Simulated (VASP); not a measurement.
# AlCr2C (P6_3/mmc) in VASP: notebook

Runs on AlCr2C. Level: LDA. Tasks: single point.

Everything below comes from runs of VASP 6.6.1. Logs are shortened: lines on timing, memory, paths and dates and some standing lists are left out, and cuts for length are marked.

### 1 The cell of the first run

It takes space group P6_3/mmc (No. 194, hexagonal). Conventional cell: a = 2.916 Å, b = 2.916 Å, c = 13.008 Å, α = 90.00°, β = 90.00°, γ = 120.00°. Al (site symmetry -6m2) has 6 Cr at 2.73 Å and 6 Al at 2.92 Å and 6 C at 3.66 Å within 3.7 Å. Within 2.8 Å of Cr (site symmetry 3m) lie 3 C at 2.01 Å and 3 Al at 2.73 Å and 3 Cr at 2.78 Å. C (site symmetry -3m) has 6 Cr at 2.01 Å within 2.7 Å.

### 2 Single point, LDA, collinear spin, antiferromagnetic start

The input, INCAR:

```
PREC     = Accurate       # precision mode
ENCUT    = 520            # plane-wave cutoff, eV
EDIFF    = 1E-7           # SCF threshold, eV
ISMEAR   = -1             # smearing method
SIGMA    = 0.15           # smearing width, eV
LREAL    = False          # projectors in reciprocal space
LASPH    = True           # aspherical terms in the spheres
NELM     = 150            # most SCF steps
ALGO     = Normal         # electronic algorithm
ISIF     = 2              # what is computed and relaxed
LWAVE    = False          # write WAVECAR
LCHARG   = True           # write CHGCAR
ISPIN    = 2              # spin polarisation
MAGMOM   = 0 0 3 -3 3 -3 0 0 # initial moments
LORBIT   = 11             # projections on sites
LMAXMIX  = 4              # l up to which the mixer works
GGA      = CA             # functional
LELF     = True           # ELF
LVHAR    = True         
NBANDS   = 45             # bands
```

The input, KPOINTS:

```
regular mesh
0
Gamma
  11 11 3
```

The input, POSCAR:

```
AlCr2C
1.0
    2.9162955865      0.0000000000      0.0000000000
   -1.4581483094      2.5255858210      0.0000000000
    0.0000000000      0.0000000000     13.0081478076
Al Cr C
2 4 2
Direct
    0.6666666667      0.3333333333      0.2500000000
    0.3333333333      0.6666666667      0.7500000000
    0.3333333333      0.6666666667      0.4149410000
    0.6666666667      0.3333333333      0.9149410000
    0.6666666667      0.3333333333      0.5850590000
    0.3333333333      0.6666666667      0.0850590000
    0.0000000000      0.0000000000      0.5000000000
    0.0000000000      0.0000000000      0.0000000000
```

Potentials or basis: VASP PAW LDA potentials, release 64 (Al, Cr_pv, C).

On the command line:

```console
cat potpaw_LDA.64/Al/POTCAR potpaw_LDA.64/Cr_pv/POTCAR potpaw_LDA.64/C/POTCAR > POTCAR
mpirun -np 1 vasp_std > vasp.out
```

OUTCAR:

```text
PREC = Accurate
   ENCUT = 520
   EDIFF = 1E-7
   ISMEAR = -1
   LREAL = False
   LASPH = True
   NELM = 150
   ISIF = 2
   ISPIN = 2
   LORBIT = 11
   GGA = CA

 ion  position               nearest neighbor table
   1  0.667  0.333  0.250-   3 2.73   6 2.73   3 2.73   6 2.73   3 2.73   6 2.73
   2  0.333  0.667  0.750-   4 2.73   5 2.73   4 2.73   5 2.73   4 2.73   5 2.73
   3  0.333  0.667  0.415-   7 2.01   7 2.01   7 2.01   1 2.73   1 2.73   1 2.73   5 2.78   5 2.78
                             5 2.78
   4  0.667  0.333  0.915-   8 2.01   8 2.01   8 2.01   2 2.73   2 2.73   2 2.73   6 2.78   6 2.78
                             6 2.78
   5  0.667  0.333  0.585-   7 2.01   7 2.01   7 2.01   2 2.73   2 2.73   2 2.73   3 2.78   3 2.78
                             3 2.78
   6  0.333  0.667  0.085-   8 2.01   8 2.01   8 2.01   1 2.73   1 2.73   1 2.73   4 2.78   4 2.78
                             4 2.78
   7  0.000  0.000  0.500-   5 2.01   3 2.01   5 2.01   3 2.01   3 2.01   5 2.01
   8  0.000  0.000  0.000-   4 2.01   6 2.01   4 2.01   6 2.01   4 2.01   6 2.01

  LATTYP: Found a hexagonal cell.
 ALAT       =     2.9162955865
 C/A-ratio  =     4.4605038899

  Lattice vectors:

 A1 = (   2.9162955865,   0.0000000000,   0.0000000000)
 A2 = (  -1.4581483094,   2.5255858210,   0.0000000000)
 A3 = (   0.0000000000,   0.0000000000,  13.0081478076)

Analysis of symmetry for initial positions (statically):
=====================================================================
 Subroutine PRICEL returns:
 Original cell was already a primitive cell.

 Routine SETGRP: Setting up the symmetry group for a
 hexagonal supercell.

 Subroutine GETGRP returns: Found 24 space group operations
 (whereof 12 operations were pure point group operations)
 out of a pool of 24 trial point group operations.

The static configuration has the point symmetry D_3d.
 The point group associated with its full space group is D_6h.

Analysis of symmetry for dynamics (positions and initial velocities):
=====================================================================
 Subroutine PRICEL returns:
 Original cell was already a primitive cell.

 Routine SETGRP: Setting up the symmetry group for a
 hexagonal supercell.

 Subroutine GETGRP returns: Found 24 space group operations
 (whereof 12 operations were pure point group operations)
 out of a pool of 24 trial point group operations.

The dynamic configuration has the point symmetry D_3d.
 The point group associated with its full space group is D_6h.

[... 169 lines left out ...]
  ext. energy  EPLUGINS =         0.00000000
  ---------------------------------------------------
  free energy    TOTEN  =       -72.31299014 eV

  energy without entropy =      -71.71774361  energy(sigma->0) =      -72.01536687

 E-fermi :   8.7702     XC(G=0): -12.3277

 val. band max:        8.7698329139   @ k =   0.3636   0.0000   0.0000
 cond. band min:       8.7831488492   @ k =   0.1818   0.0909   0.3333
 fundamental gap:      0.0133159353
 Fermi energy:         8.7701778247

 spin component 1

 k-point     1 :       0.0000    0.0000    0.0000
  band No.  band energies     occupation
      1     -34.1556      1.00000
      2     -34.1545      1.00000
      3     -34.0351      1.00000
      4     -34.0351      1.00000
      5     -34.0351      1.00000
      6     -34.0351      1.00000
[... 1093 lines left out ...]
     42      12.8568      0.00000
     43      13.1508      0.00000

 [... further k-points ...]

 spin component 2

 k-point     1 :       0.0000    0.0000    0.0000
  band No.  band energies     occupation
      1     -34.1556      1.00000
      2     -34.1545      1.00000
      3     -34.0351      1.00000
      4     -34.0351      1.00000
      5     -34.0351      1.00000
      6     -34.0351      1.00000
[... 1093 lines left out ...]
     42      12.8568      0.00000
     43      13.1508      0.00000

 [... further k-points ...]

 [bands above 43 left out]

------------------------ aborting loop because EDIFF is reached ----------------------------------------

  FORCE on cell =-STRESS in cart. coord.  units (eV):
  Direction    XX          YY          ZZ          XY          YZ          ZX
  --------------------------------------------------------------------------------------
  -------------------------------------------------------------------------------------
  Total      -14.4950024    -14.4949996    -14.9178859      0.0000030      0.0000000      0.0000000
  in kB     -242.3928128   -242.3927664   -249.4644874      0.0000495      0.0000000      0.0000000
  external PRESSURE =    -244.7500222 kB  Pullay stress =       0.0000000 kB

 VOLUME and BASIS-vectors are now :
 -----------------------------------------------------------------------------
  energy-cutoff  :      520.00
  volume of cell :       95.81
      direct lattice vectors                 reciprocal lattice vectors
     2.916295586  0.000000000  0.000000000     0.342900769  0.197973940  0.000000000
    -1.458148309  2.525585821  0.000000000     0.000000000  0.395947741  0.000000000
     0.000000000  0.000000000 13.008147808     0.000000000  0.000000000  0.076874895

 POSITION                                       TOTAL-FORCE (eV/Angst)
 -----------------------------------------------------------------------------------
      1.45815      0.84186      3.25204        -0.000000      0.000000      0.000000
     -0.00000      1.68372      9.75611         0.000000     -0.000000      0.000000
     -0.00000      1.68372      5.39761        -0.000000      0.000000      1.320008
      1.45815      0.84186     11.90169         0.000000      0.000000      1.320008
      1.45815      0.84186      7.61053         0.000000     -0.000000     -1.320008
     -0.00000      1.68372      1.10646        -0.000000      0.000000     -1.320008
      0.00000      0.00000      6.50407         0.000000      0.000000      0.000000
      0.00000      0.00000      0.00000         0.000000      0.000000      0.000000
 -----------------------------------------------------------------------------------
    total drift:                                0.000000     -0.000000      0.000000

  FREE ENERGIE OF THE ION-ELECTRON SYSTEM (eV)
  ---------------------------------------------------
  free  energy   TOTEN  =       -72.3129901386 eV

  energy  without entropy=      -71.7177436114  energy(sigma->0) =      -72.01536687

 total charge

# of ion       s       p       d       tot
------------------------------------------
    1        0.419   0.374   0.000   0.793
    2        0.419   0.374   0.000   0.793
    3        0.311   6.357   4.293  10.962
    4        0.311   6.357   4.293  10.962
    5        0.311   6.357   4.293  10.962
    6        0.311   6.357   4.293  10.962
    7        0.883   1.516   0.000   2.399
    8        0.883   1.516   0.000   2.399
--------------------------------------------------
tot          3.849  29.209  17.173  50.231

 magnetization (x)

# of ion       s       p       d       tot
------------------------------------------
    1        0.000   0.000   0.000   0.000
    2        0.000   0.000   0.000   0.000
    3        0.000   0.000  -0.000  -0.000
    4       -0.000  -0.000   0.000   0.000
    5        0.000   0.000  -0.000  -0.000
    6       -0.000  -0.000   0.000   0.000
    7        0.000   0.000   0.000   0.000
    8       -0.000  -0.000   0.000  -0.000
--------------------------------------------------
tot          0.000   0.000   0.000   0.000
```

Wall time 5.5 min (1 thread of Intel Xeon Platinum 8259CL at 2.50GHz (Skylake/Cascade Lake), shared host); peak memory 0.32 GiB.

Results:

```
Free energy                                           : -72.3130 eV
Pressure                                              : -24.5 GPa
Largest force                                         : 1.320 eV/Å
Band gap on the k mesh                                : zero (filled and empty bands overlap)
Net moment                                            : 0.00 μB per cell
Valence electrons inside the program's atomic spheres : Al 0.79; Cr 10.96; C 2.40
```

Forces on the atoms (eV/Å):
```
Al   0.000  0.000  0.000
Al   0.000  0.000  0.000
Cr   0.000  0.000  1.320
Cr   0.000  0.000  1.320
Cr   0.000  0.000 -1.320
Cr   0.000  0.000 -1.320
C    0.000  0.000  0.000
C    0.000  0.000  0.000
```

Caveat: the cell stands under tension; the moments typed at the start vanished in this run; forces of over 1 eV/Å act on the atoms, so gaps and moduli don't describe the material at rest.

### 3 Single point, LDA, collinear spin, antiferromagnetic start

This run uses another cell than the first one, of 10.89 Å³/atom.

Edit INCAR of step 2 so:

```diff
@@ -11,3 +11,3 @@
 LWAVE    = False          # write WAVECAR
-LCHARG   = True           # write CHGCAR
+LCHARG   = False          # write CHGCAR
 ISPIN    = 2              # spin polarisation
@@ -17,4 +17,2 @@
 GGA      = CA             # functional
-LELF     = True           # ELF
-LVHAR    = True         
 NBANDS   = 45             # bands
```

The input, KPOINTS:

```
Automatic mesh
0
Gamma
  11 11 3
```

Edit POSCAR of step 2 so:

```diff
@@ -2,5 +2,5 @@
 1.0
-    2.9162955865      0.0000000000      0.0000000000
-   -1.4581483094      2.5255858210      0.0000000000
-    0.0000000000      0.0000000000     13.0081478076
+    2.8251010000      0.0000000000      0.0000000000
+   -1.4125510000      2.4466090000      0.0000000000
+    0.0000000000      0.0000000000     12.6013740000
 Al Cr C
```

Potentials or basis: VASP PAW LDA potentials, release 64 (Al, Cr_pv, C).

On the command line:

```console
cat potpaw_LDA.64/Al/POTCAR potpaw_LDA.64/Cr_pv/POTCAR potpaw_LDA.64/C/POTCAR > POTCAR
mpirun -np 1 vasp_std > vasp.out
```

It took 3.8 min on 1 thread of Intel Xeon 6975P-C (Granite Rapids), shared host; peak memory 0.31 GiB.

The run converged. Its results:

```
Free energy                                           : -73.2164 eV
Pressure                                              : -7.4 GPa
Largest force                                         : 0.419 eV/Å
Band gap on the k mesh                                : zero (filled and empty bands overlap)
Net moment                                            : 0.00 μB per cell
Valence electrons inside the program's atomic spheres : Al 0.83; Cr 11.18; C 2.48
```

Forces in eV/Å, atoms in the order of the input:
```
Al   0.000  0.000  0.000
Al   0.000  0.000  0.000
Cr   0.000  0.000  0.419
Cr   0.000  0.000  0.419
Cr   0.000  0.000 -0.419
Cr   0.000  0.000 -0.419
C    0.000  0.000  0.000
C    0.000  0.000  0.000
```

Stress tensor (GPa, compression positive):
```
-7.50  0.00  0.00
 0.00 -7.50  0.00
 0.00  0.00 -7.13
```

Levels at points of the mesh, in eV from the Fermi level:
Spin up:
| k point | band 27 | band 28 | band 29 | band 30 | band 31 | band 32 | band 33 | band 34 |
| --- | --- | --- | --- | --- | --- | --- | --- | --- |
| (0.00, 0.00, 0.00) | -1.09 | -1.09 | -1.07 | -1.07 | -0.20 | -0.20 | -0.17 | -0.17 |
Spin down:
| k point | band 27 | band 28 | band 29 | band 30 | band 31 | band 32 | band 33 | band 34 |
| --- | --- | --- | --- | --- | --- | --- | --- | --- |
| (0.00, 0.00, 0.00) | -1.09 | -1.09 | -1.07 | -1.07 | -0.20 | -0.20 | -0.17 | -0.17 |

Caveat: the cell stands under tension; the moments typed at the start vanished in this run.
